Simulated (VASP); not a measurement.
# BeF (R-3m) in VASP: notebook

BeF is run at these levels: PBE+D3(BJ); tasks: single point.

Program: VASP 6.6.1. These are calculated values, not measurements. Logs are shortened: lines on timing, memory, paths and dates and some standing lists are left out, and cuts for length are marked.

### Step 1. The cell of the first run

Symmetry: R-3m, No. 166, trigonal system. The conventional cell has a = 2.516 Å, b = 2.516 Å, c = 19.524 Å, α = 90.00°, β = 90.00°, γ = 120.00°. Be (site symmetry 3m) has 3 F at 1.72 Å within 2.3 Å. Within 2.3 Å of F (site symmetry 3m) lie 3 Be at 1.72 Å.

### Step 2. Single point, PBE+D3(BJ)

File INCAR:

```
  ALGO = Normal
  EDIFF = 1E-7
  ENCUT = 520
  GGA = PE
  ISIF = 2
  ISMEAR = 0
  IVDW = 12
  LASPH = True
  LCHARG = False
  LREAL = False
  LWAVE = False
  NBANDS = 17
  NELM = 100
  PREC = Accurate
  SIGMA = 0.1
```

File KPOINTS:

```
k-points
0
Gamma
  24 24 24
```

File POSCAR:

```
BeF
1.0
    1.2577613978      0.7261688816      6.5081169053
   -1.2577613978      0.7261688816      6.5081169053
    0.0000000000     -1.4523377631      6.5081169053
Be F
2 2
Direct
    0.3825316404      0.3825316404      0.3825316404
    0.6174683596      0.6174683596      0.6174683596
    0.7631875757      0.7631875757      0.7631875757
    0.2368124243      0.2368124243      0.2368124243
```

Potentials or basis: VASP PAW PBE potentials, release 64 (Be, F).

Command:

```
$ cat potpaw_PBE.64/Be/POTCAR potpaw_PBE.64/F/POTCAR > POTCAR
$ mpirun -np 1 vasp_std > vasp.out
```

OUTCAR:

```text
EDIFF = 1E-7
   ENCUT = 520
   GGA = PE
   ISIF = 2
   ISMEAR = 0
   IVDW = 12
   LASPH = True
   LREAL = False
   NELM = 100
   PREC = Accurate
 IVDW          = 12

 ion  position               nearest neighbor table
   1  0.383  0.383  0.383-   3 1.72   3 1.72   3 1.72
   2  0.617  0.617  0.617-   4 1.72   4 1.72   4 1.72
   3  0.763  0.763  0.763-   1 1.72   1 1.72   1 1.72
   4  0.237  0.237  0.237-   2 1.72   2 1.72   2 1.72

  LATTYP: Found a trigonal (rhomboedric) cell.
 ALAT       =     6.6681984547
 COS(alpha) =     0.9288443344

  Lattice vectors:

 A1 = (   1.2577613978,   0.7261688816,   6.5081169053)
 A2 = (  -1.2577613978,   0.7261688816,   6.5081169053)
 A3 = (   0.0000000000,  -1.4523377631,   6.5081169053)

Analysis of symmetry for initial positions (statically):
=====================================================================
 Subroutine PRICEL returns:
 Original cell was already a primitive cell.

 Routine SETGRP: Setting up the symmetry group for a
 trigonal (rhombohedral) supercell.

 Subroutine GETGRP returns: Found 12 space group operations
 (whereof 12 operations were pure point group operations)
 out of a pool of 12 trial point group operations.

The static configuration has the point symmetry D_3d.

Analysis of symmetry for dynamics (positions and initial velocities):
=====================================================================
 Subroutine PRICEL returns:
 Original cell was already a primitive cell.

 Routine SETGRP: Setting up the symmetry group for a
 trigonal (rhombohedral) supercell.

 Subroutine GETGRP returns: Found 12 space group operations
 (whereof 12 operations were pure point group operations)
 out of a pool of 12 trial point group operations.

The dynamic configuration has the point symmetry D_3d.

 Subroutine INISYM returns: Found 12 space group operations
 (whereof 12 operations are pure point group operations),
 and found     1 'primitive' translations

----------------------------------------------------------------------------------------

                                     Primitive cell

  volume of cell :      35.6650

[... 90 lines left out ...]
   ENCUT  =  520.0 eV  38.22 Ry    6.18 a.u.  12.40 12.40 12.40*2*pi/ulx,y,z
   NELM   =    100;   NELMIN=  2; NELMDL= -5     # of ELM steps
   EDIFF  = 0.1E-06   stopping-criterion for ELM
   LREAL  =      F    real-space projection
   EDIFFG = 0.1E-05   stopping-criterion for IOM
   NSW    =      0    number of steps for IOM
   IBRION =     -1    ionic relax: 0-MD 1-quasi-New 2-CG
   NFREE  =      0    steps in history (QN), initial steepest desc. (CG)
   ISIF   =      2    stress and relaxation
   ISYM   =      2    0-nonsym 1-usesym 2-fastsym
   POTIM  = 0.5000    time-step for ionic-motion
   TEBEG  =    0.0;   TEEND  =   0.0 temperature during run
   PSTRESS=    0.0 pullay stress
   NELECT =      18.0000    total number of electrons
   NUPDOWN=      -1.0000    fix difference up-down
   EMIN   =  10.00;   EMAX   =-10.00  energy-range for DOS
   EFERMI =   0.00;   METHOD = LEGACY
   ISMEAR =     0;   SIGMA  =   0.10  broadening in eV -4-tet -1-fermi 0-gaus
   EFERMI_NEDOS =   21; number of points for ismear=-14 and -15
   IALGO  =     38    algorithm
   IMIX   =      4    mixing-type and parameters
     AMIX     =   0.40;   BMIX     =  1.00
     AMIX_MAG =   1.60;   BMIX_MAG =  1.00
  volume/ion in A,a.u.               =       8.92        60.17
  Fermi-wavevector in a.u.,A,eV,Ry     =   1.303421  2.463109 23.115036  1.698907
  Thomas-Fermi vector in A             =   2.434425
   LORBIT       =      0    0 simple, 1 ext, 2 COOP (PROOUT), +10 PAW based schemes
   GGA     = PE    functional components
   LHFCALC =     F    Hartree Fock is set to
   AEXX    =    0.0000 exact exchange contribution
   IVDW    =    12    specifies the selected vdW correction
   LEPSILON=     F    determine dielectric tensor
   LRPA    =     F    only Hartree local field effects (RPA)
 non-spin polarized calculation
 Gauss-broadening in eV      SIGMA  =   0.10
  energy-cutoff  :      520.00
  volume of cell :       35.67
 maximum number of plane-waves:       978
 NGX is ok and might be reduce to    50
   NGX = 25   NGY = 25   NGZ = 25

 number of electron      18.0000001 magnetization

 Free energy of the ion-electron system (eV)
  ---------------------------------------------------
  ext. energy  EPLUGINS =         0.00000000
  ---------------------------------------------------
  free energy    TOTEN  =       -18.43212122 eV

  energy without entropy =      -18.42957931  energy(sigma->0) =      -18.43085026

 E-fermi :   5.5398     XC(G=0): -10.0142

 val. band max:        5.5371245890   @ k =  -0.3333  -0.3750   0.1250
 cond. band min:       5.5426576209   @ k =  -0.3750  -0.4167   0.1250
 fundamental gap:      0.0055330319
 Fermi energy:         5.5397554717

 k-point     1 :       0.0000    0.0000    0.0000
  band No.  band energies     occupation
      1     -22.5175      2.00000
      2     -22.4107      2.00000
      3      -5.3863      2.00000
      4      -3.2996      2.00000
      5      -1.4530      2.00000
      6      -1.4530      2.00000
[... 457 lines left out ...]
      4      -5.4602      2.00000
      5      -3.2286      2.00000
      6      -2.8905      2.00000
[... 9 lines left out ...]
     16      17.3356      0.00000
     17      17.8830      0.00000

 [... further k-points ...]

------------------------ aborting loop because EDIFF is reached ----------------------------------------

 Edisp (eV)   -0.58656

 E8    (eV) :    -0.1820

  FORCE on cell =-STRESS in cart. coord.  units (eV):
  Direction    XX          YY          ZZ          XY          YZ          ZX
  --------------------------------------------------------------------------------------
  -------------------------------------------------------------------------------------
  Total       0.07536     0.07536    -0.05439     0.00000    -0.00000     0.00000
  in kB       3.38528     3.38528    -2.44341     0.00000    -0.00000     0.00000
  external pressure =        1.44 kB  Pullay stress =        0.00 kB

 VOLUME and BASIS-vectors are now :
 -----------------------------------------------------------------------------
  energy-cutoff  :      520.00
  volume of cell :       35.67
      direct lattice vectors                 reciprocal lattice vectors
     1.257761398  0.726168882  6.508116905     0.397531679  0.229515022  0.051218092
    -1.257761398  0.726168882  6.508116905    -0.397531679  0.229515022  0.051218092
     0.000000000 -1.452337763  6.508116905     0.000000000 -0.459030044  0.051218092

 POSITION                                       TOTAL-FORCE (eV/Angst)
 -----------------------------------------------------------------------------------
      0.00000      0.00000      7.46868         0.000000     -0.000000     -0.018792
      0.00000      0.00000     12.05567         0.000000      0.000000      0.018792
      0.00000      0.00000     14.90074         0.000000      0.000000      0.016632
      0.00000      0.00000      4.62361         0.000000     -0.000000     -0.016632
 -----------------------------------------------------------------------------------
    total drift:                                0.000000     -0.000000     -0.000000

  FREE ENERGIE OF THE ION-ELECTRON SYSTEM (eV)
  ---------------------------------------------------
  free  energy   TOTEN  =       -19.0186789911 eV

  energy  without entropy=      -19.0161370758  energy(sigma->0) =      -19.01740803
```

OSZICAR:

```text
N       E                     dE             d eps       ncg     rms          rms(c)
DAV:   1     0.756495975339E+02    0.75650E+02   -0.98851E+03 44946   0.997E+02
DAV:   2    -0.158024206115E+02   -0.91452E+02   -0.87325E+02 56883   0.244E+02
DAV:   3    -0.189978334538E+02   -0.31954E+01   -0.31820E+01 56037   0.433E+01
DAV:   4    -0.190142422721E+02   -0.16409E-01   -0.16405E-01 55450   0.344E+00
DAV:   5    -0.190143315468E+02   -0.89275E-04   -0.89272E-04 55369   0.235E-01    0.521E+00
DAV:   6    -0.184791131088E+02    0.53522E+00   -0.14276E+00 51936   0.111E+01    0.187E+00
DAV:   7    -0.184442422636E+02    0.34871E-01   -0.51589E-02 57265   0.201E+00    0.113E+00
DAV:   8    -0.184312912606E+02    0.12951E-01   -0.65897E-02 56725   0.202E+00    0.169E-01
DAV:   9    -0.184320288458E+02   -0.73759E-03   -0.24021E-03 47060   0.440E-01    0.647E-02
DAV:  10    -0.184321108454E+02   -0.82000E-04   -0.12400E-04 53146   0.117E-01    0.937E-03
DAV:  11    -0.184321212132E+02   -0.10368E-04   -0.20541E-05 49704   0.417E-02    0.870E-03
DAV:  12    -0.184321214970E+02   -0.28388E-06   -0.76556E-06 51426   0.248E-02    0.378E-03
DAV:  13    -0.184321212321E+02    0.26496E-06   -0.66008E-07 56962   0.803E-03    0.276E-04
DAV:  14    -0.184321212213E+02    0.10816E-07   -0.34732E-08 35096   0.164E-03
   1 F= -.19018679E+02 E0= -.19017408E+02  d E =-.254192E-02
```

stdout:

```text
POSCAR found type information on POSCAR BeF
 POSCAR found :  2 types and       4 ions
 scaLAPACK will be used
 LDA part: xc-table for (Slater+PW92), standard interpolation
 POSCAR, INCAR and KPOINTS ok, starting setup
 FFT: planning ... GRIDC
 FFT: planning ... GRID_SOFT
 FFT: planning ... GRID
 WAVECAR not read
 entering main loop
```

Wall time 30 min (1 thread of Intel Xeon 6975P-C (Granite Rapids), shared host); peak memory 0.86 GiB.

Results:

```yaml
Free_energy: -19.0187 eV
Pressure: 0.1 GPa
Largest_force: 0.019 eV/Å
Band_gap_on_the_k_mesh: zero (band 9 reaches 5.93 eV, above the bottom of band 10 at 5.34 eV)
Dispersion_energy_per_atom: -0.147 eV
```

Forces on the atoms (eV/Å):
```
Be   0.000  0.000 -0.019
Be   0.000  0.000  0.019
F    0.000  0.000  0.017
F    0.000  0.000 -0.017
```

Stress tensor (GPa, compression positive):
```
 0.34  0.00  0.00
 0.00  0.34  0.00
 0.00  0.00 -0.24
```

Levels at points of the mesh, in eV from the Fermi level:
| k point | band 6 | band 7 | band 8 | band 9 | band 10 | band 11 | band 12 | band 13 |
| --- | --- | --- | --- | --- | --- | --- | --- | --- |
| (0.00, 0.00, 0.00) | -6.99 | -6.96 | -6.96 | -5.76 | 3.41 | 4.05 | 9.07 | 9.52 |
| (0.50, 0.00, 0.00) | -8.50 | -7.92 | -7.91 | -1.21 | -0.13 | 4.77 | 8.55 | 8.83 |
| (0.50, 0.50, 0.00) | -8.34 | -7.96 | -7.87 | -1.30 | -0.20 | 5.00 | 8.53 | 9.21 |
| (0.50, 0.50, 0.50) | -6.98 | -6.98 | -6.98 | -5.23 | 2.29 | 5.48 | 7.59 | 10.83 |

Caveat: pairwise dispersion overbinds metals, which lowers pressure and volume.

### Step 3. Single point, PBE+D3(BJ)

File INCAR:

```
SYSTEM = BeF
ALGO = Normal
EDIFF = 1E-6
ENCUT = 520
GGA = PE
ISIF = 2
ISMEAR = 0
IVDW = 12
LASPH = .True.
LCHARG = .True.
LELF = .True.
LREAL = .False.
LVHAR = .True.
LWAVE = .False.
NBANDS = 17
NELM = 100
PREC = Accurate
SIGMA = 0.1
```

File KPOINTS:

```
k-points
0
Gamma
  6 6 6
  0 0 0
```

File POSCAR:

```
BeF
1.0
    1.2593287818      0.7270738112      6.4810856882
   -1.2593287818      0.7270738112      6.4810856882
    0.0000000000     -1.4541476223      6.4810856882
Be F
2 2
Direct
    0.3828819836      0.3828819836      0.3828819836
    0.6171180164      0.6171180164      0.6171180164
    0.7636821630      0.7636821630      0.7636821630
    0.2363178370      0.2363178370      0.2363178370
```

Potentials or basis: VASP PAW PBE potentials, release 64 (Be, F).

Command:

```
$ cat potpaw_PBE.64/Be/POTCAR potpaw_PBE.64/F/POTCAR > POTCAR
$ mpirun -np 1 vasp_std > vasp.out
```

OUTCAR:

```text
SYSTEM = BeF
   EDIFF = 1E-6
   ENCUT = 520
   GGA = PE
   ISIF = 2
   ISMEAR = 0
   IVDW = 12
   LASPH = .True.
   LREAL = .False.
   NELM = 100
   PREC = Accurate
 IVDW          = 12

 ion  position               nearest neighbor table
   1  0.383  0.383  0.383-   3 1.72   3 1.72   3 1.72
   2  0.617  0.617  0.617-   4 1.72   4 1.72   4 1.72
   3  0.764  0.764  0.764-   1 1.72   1 1.72   1 1.72
   4  0.236  0.236  0.236-   2 1.72   2 1.72   2 1.72

  LATTYP: Found a trigonal (rhomboedric) cell.
[... 682 lines left out ...]

  FORCE on cell =-STRESS in cart. coord.  units (eV):
  Direction    XX          YY          ZZ          XY          YZ          ZX
  --------------------------------------------------------------------------------------
  -------------------------------------------------------------------------------------
  Total       0.06505     0.06505    -0.02817     0.00000    -0.00000     0.00000
  in kB       2.92691     2.92691    -1.26762     0.00000    -0.00000     0.00000
  external pressure =        1.53 kB  Pullay stress =        0.00 kB

 VOLUME and BASIS-vectors are now :
 -----------------------------------------------------------------------------
  energy-cutoff  :      520.00
  volume of cell :       35.61
      direct lattice vectors                 reciprocal lattice vectors
     1.259328782  0.727073811  6.481085688     0.397036903  0.229229363  0.051431712
    -1.259328782  0.727073811  6.481085688    -0.397036903  0.229229363  0.051431712
     0.000000000 -1.454147622  6.481085688     0.000000000 -0.458458726  0.051431712

 POSITION                                       TOTAL-FORCE (eV/Angst)
 -----------------------------------------------------------------------------------
      0.00000      0.00000      7.44447         0.000000     -0.000000     -0.024939
      0.00000      0.00000     11.99878         0.000000      0.000000      0.024939
      0.00000      0.00000     14.84847         0.000000      0.000000      0.017316
      0.00000      0.00000      4.59479         0.000000     -0.000000     -0.017316
 -----------------------------------------------------------------------------------
    total drift:                               -0.000000      0.000000     -0.000000

  FREE ENERGIE OF THE ION-ELECTRON SYSTEM (eV)
  ---------------------------------------------------
  free  energy   TOTEN  =       -19.0642871088 eV

  energy  without entropy=      -19.0602636926  energy(sigma->0) =      -19.06227540
```

OSZICAR:

```text
N       E                     dE             d eps       ncg     rms          rms(c)
DAV:   1     0.739493933787E+02    0.73949E+02   -0.97692E+03  1096   0.993E+02
DAV:   2    -0.160293744954E+02   -0.89979E+02   -0.85794E+02  1392   0.242E+02
DAV:   3    -0.190518338984E+02   -0.30225E+01   -0.30112E+01  1400   0.423E+01
DAV:   4    -0.190668402141E+02   -0.15006E-01   -0.15004E-01  1346   0.334E+00
DAV:   5    -0.190669228854E+02   -0.82671E-04   -0.82670E-04  1325   0.226E-01    0.522E+00
DAV:   6    -0.185277099566E+02    0.53921E+00   -0.14266E+00  1246   0.110E+01    0.188E+00
DAV:   7    -0.184908689826E+02    0.36841E-01   -0.50147E-02  1350   0.201E+00    0.113E+00
DAV:   8    -0.184764293724E+02    0.14440E-01   -0.70056E-02  1368   0.208E+00    0.170E-01
DAV:   9    -0.184771451097E+02   -0.71574E-03   -0.24905E-03  1144   0.445E-01    0.627E-02
DAV:  10    -0.184772314632E+02   -0.86353E-04   -0.12253E-04  1303   0.114E-01    0.100E-02
DAV:  11    -0.184772427209E+02   -0.11258E-04   -0.22335E-05  1192   0.434E-02    0.874E-03
DAV:  12    -0.184772426855E+02    0.35481E-07   -0.76230E-06  1244   0.249E-02
   1 F= -.19064287E+02 E0= -.19062275E+02  d E =-.402342E-02
```

stdout:

```text
POSCAR found type information on POSCAR BeF
 POSCAR found :  2 types and       4 ions
 scaLAPACK will be used
 LDA part: xc-table for (Slater+PW92), standard interpolation
 POSCAR, INCAR and KPOINTS ok, starting setup
 FFT: planning ... GRIDC
 FFT: planning ... GRID_SOFT
 FFT: planning ... GRID
 WAVECAR not read
 entering main loop
```

Run time: 51 s. Hardware: 1 thread of Intel Xeon 6975P-C (Granite Rapids), shared host; peak memory 0.33 GiB.

Results:

- Free energy: -19.0643 eV
- Pressure: 0.2 GPa
- Largest force: 0.025 eV/Å
- Band gap on the k mesh: zero (band 9 reaches 6.00 eV, above the bottom of band 10 at 5.42 eV)
- Dispersion energy per atom: -0.147 eV

Forces on the atoms (eV/Å):
```
Be   0.000  0.000 -0.025
Be   0.000  0.000  0.025
F    0.000  0.000  0.017
F    0.000  0.000 -0.017
```

Levels at points of the mesh, in eV from the Fermi level:
```csv
k point,band 6,band 7,band 8,band 9,band 10,band 11,band 12,band 13
"(0.00, 0.00, 0.00)",-6.94,-6.91,-6.91,-5.65,3.48,4.11,9.12,9.71
"(0.50, 0.00, 0.00)",-8.41,-7.87,-7.85,-1.09,0.00,4.83,8.65,8.87
"(0.50, 0.50, 0.00)",-8.26,-7.90,-7.81,-1.18,-0.07,5.07,8.63,9.25
"(0.50, 0.50, 0.50)",-6.93,-6.92,-6.92,-5.10,2.35,5.53,7.70,10.98
```

Caveat: the k points lie up to 0.48 Å⁻¹ apart; pairwise dispersion overbinds metals, which lowers pressure and volume.
